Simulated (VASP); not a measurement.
# Pd (Fm-3m) in VASP: notebook, part 2 of 2

VASP 6.6.1. The steps go on from the part before.

**4. Single point, LDA**

This run uses another cell than the first one, of 14.20 Å³/atom, 0.945 times its volume.

INCAR reads:

```
PREC = Accurate
ENCUT = 520
EDIFF = 1E-7
ISMEAR = -1
SIGMA = 0.15
LREAL = F
LASPH = T
NELM = 80
ALGO = Fast
ISIF = 2
LWAVE = F
LCHARG = F
NBANDS = 11
```

KPOINTS reads:

```
regular mesh
0
Gamma
  16 16 16
```

POSCAR reads:

```
Pd
1.0
    0.0000000000      1.9218247913      1.9218247913
    1.9218247913      0.0000000000      1.9218247913
    1.9218247913      1.9218247913      0.0000000000
Pd
1
Direct
    0.0000000000      0.0000000000      0.0000000000
```

Potentials or basis: VASP PAW LDA potentials, release 64 (Pd).

Command:

```bash
> cat potpaw_LDA.64/Pd/POTCAR > POTCAR
> mpirun -np 1 vasp_std > vasp.out
```

OUTCAR:

```text
PREC = Accurate
   ENCUT = 520
   EDIFF = 1E-7
   ISMEAR = -1
   LREAL = F
   LASPH = T
   NELM = 80
   ISIF = 2

 ion  position               nearest neighbor table
   1  0.000  0.000  0.000-

  LATTYP: Found a face centered cubic cell.
 ALAT       =     3.8436495826

  Lattice vectors:

 A1 = (   0.0000000000,   1.9218247913,   1.9218247913)
 A2 = (   1.9218247913,   0.0000000000,   1.9218247913)
 A3 = (   1.9218247913,   1.9218247913,   0.0000000000)

Analysis of symmetry for initial positions (statically):
[... 504 lines left out ...]
      3       7.3415      2.00000
      4       7.3820      2.00000
      5       8.8150      1.99992
      6       8.9870      1.99974
      7      27.8261      0.00000
      8      30.5489      0.00000
      9      32.1784      0.00000
     10      33.1131      0.00000
     11      36.0459      0.00000

 [... further k-points ...]
[... 5 lines left out ...]
  --------------------------------------------------------------------------------------
  -------------------------------------------------------------------------------------
  Total        0.0323672      0.0323672      0.0323672     -0.0000000     -0.0000000      0.0000000
  in kB        3.6529565      3.6529565      3.6529565     -0.0000000     -0.0000000      0.0000000
  external PRESSURE =       3.6529565 kB  Pullay stress =       0.0000000 kB

 VOLUME and BASIS-vectors are now :
 -----------------------------------------------------------------------------
  energy-cutoff  :      520.00
  volume of cell :       14.20
      direct lattice vectors                 reciprocal lattice vectors
     0.000000000  1.921824791  1.921824791    -0.260169399  0.260169399  0.260169399
     1.921824791  0.000000000  1.921824791     0.260169399 -0.260169399  0.260169399
     1.921824791  1.921824791  0.000000000     0.260169399  0.260169399 -0.260169399

 POSITION                                       TOTAL-FORCE (eV/Angst)
 -----------------------------------------------------------------------------------
      0.00000      0.00000      0.00000         0.000000      0.000000      0.000000
 -----------------------------------------------------------------------------------
    total drift:                               -0.000000     -0.000000     -0.000000

  FREE ENERGIE OF THE ION-ELECTRON SYSTEM (eV)
  ---------------------------------------------------
  free  energy   TOTEN  =        -6.5619690148 eV

  energy  without entropy=       -6.4433084803  energy(sigma->0) =       -6.50263875
```

It took 14 s on 1 thread of AMD EPYC 9R14 (Zen 4), shared host; peak memory 0.1 GiB.

Results:

```yaml
Free_energy: -6.5620 eV
Pressure: 0.4 GPa
Band_gap_on_the_k_mesh: zero (band 5 reaches 10.59 eV, above the bottom of band 6 at 8.89 eV)
```

**5. Relaxation of cell and atoms, LDA**

This run uses another cell than the first one, of 14.15 Å³/atom, 0.942 times its volume.

INCAR reads:

```
PREC = Accurate
ENCUT = 600
EDIFF = 1E-6
ISMEAR = -1
SIGMA = 0.15
LREAL = F
LASPH = T
NELM = 60
ALGO = Normal
ISIF = 3
LWAVE = F
LCHARG = F
GGA = CA
IBRION = 2
NSW = 80
EDIFFG = -0.001
```

KPOINTS reads:

```
Automatic mesh
0
Gamma
  16 16 16
```

POSCAR reads:

```
Pd
1.0
    0.0000000000      1.9198815491      1.9198815491
    1.9198815491      0.0000000000      1.9198815491
    1.9198815491      1.9198815491      0.0000000000
Pd
1
Direct
    0.0000000000      0.0000000000      0.0000000000
```

Command:

```bash
> cat potpaw_LDA.64/Pd/POTCAR > POTCAR
> mpirun -np 1 vasp_std > vasp.out
```

Wall time 50 s (1 thread of AMD EPYC 9R14 (Zen 4), shared host); peak memory 0.13 GiB.

Results (log left out):

| Property | Result |
| --- | --- |
| Free energy | -6.5619 eV |
| Relaxed volume | 14.22 Å³/atom |
| Relaxed cell | a = 2.719 Å, b = 2.719 Å, c = 2.719 Å, α = 60.00°, β = 60.00°, γ = 60.00° |
| Space group after relaxing (to 0.05 Å) | Fm-3m (No. 225) |
| Energy gained by relaxing | 0.2 meV/atom |
| Ionic steps | 15 |
| Pressure after relaxing | 0.0 GPa |
| Band gap on the k mesh | zero (band 5 reaches 10.57 eV, above the bottom of band 6 at 8.87 eV) |

The path:
```csv
step,energy change (eV),largest force (eV/Å),pressure (GPa),volume (Å³)
1,0.0000,0.0000,1.01,14.15
2,0.0005,0.0000,-1.83,14.34
3,-0.0002,0.0000,-0.05,14.22
4,-0.0002,0.0000,0.05,14.21
5,-0.0002,0.0000,0.02,14.21
6,-0.0002,0.0000,0.02,14.22
7,-0.0002,0.0000,0.02,14.22
8,-0.0002,0.0000,0.02,14.22
9,-0.0002,0.0000,0.02,14.22
10,-0.0002,0.0000,0.02,14.22
11,-0.0002,0.0000,0.02,14.22
12,-0.0002,0.0000,0.02,14.22
13,-0.0002,0.0000,0.01,14.22
14,-0.0002,0.0000,0.01,14.22
15,-0.0002,0.0000,0.01,14.22
```

Final structure:
```
Pd
1.0
     0.00000    1.92273    1.92273
     1.92273    0.00000    1.92273
     1.92273    1.92273    0.00000
Pd
1
Direct
  0.00000 0.00000 0.00000
```

Levels at points of the mesh, in eV from the Fermi level:
| k point | band 1 | band 2 | band 3 | band 4 | band 5 | band 6 | band 7 | band 8 | band 9 |
| --- | --- | --- | --- | --- | --- | --- | --- | --- | --- |
| (0.00, 0.00, 0.00) | -7.59 | -3.11 | -3.11 | -3.11 | -1.37 | -1.37 | 17.07 | 22.00 | 22.00 |
| (0.50, 0.00, 0.00) | -5.72 | -3.15 | -3.15 | -0.08 | -0.08 | 0.79 | 7.49 | 16.45 | 21.21 |
| (0.50, 0.50, 0.00) | -5.82 | -5.52 | -0.10 | 0.26 | 0.26 | 3.18 | 11.04 | 13.20 | 13.20 |

**6. Summary**

```csv
task,cell,k mesh,cutoff (eV),smearing,gap on the mesh (eV),pressure (GPa),relaxed volume (Å³/atom)
relaxation of cell and atoms,"relaxed from a = 2.770 Å, angles 60.0°, 1 atom",8 × 8 × 8,600,gaussian 0.1 eV,none,-0.3,14.25
single point,"a = 2.715 Å, angles 60.0°, 1 atom",16 × 16 × 16,520,gaussian 0.1 eV,none,0.4,-
single point,"a = 2.718 Å, angles 60.0°, 1 atom",16 × 16 × 16,520,fermi-dirac 0.15 eV,none,0.4,-
relaxation of cell and atoms,"relaxed from a = 2.715 Å, angles 60.0°, 1 atom",16 × 16 × 16,600,fermi-dirac 0.15 eV,none,0.0,14.22
```

Alike in all rows: level LDA; potentials or basis VASP PAW LDA potentials, release 64 (Pd); no spin polarisation.

Absolute energies hang on the potentials; compare differences alone.
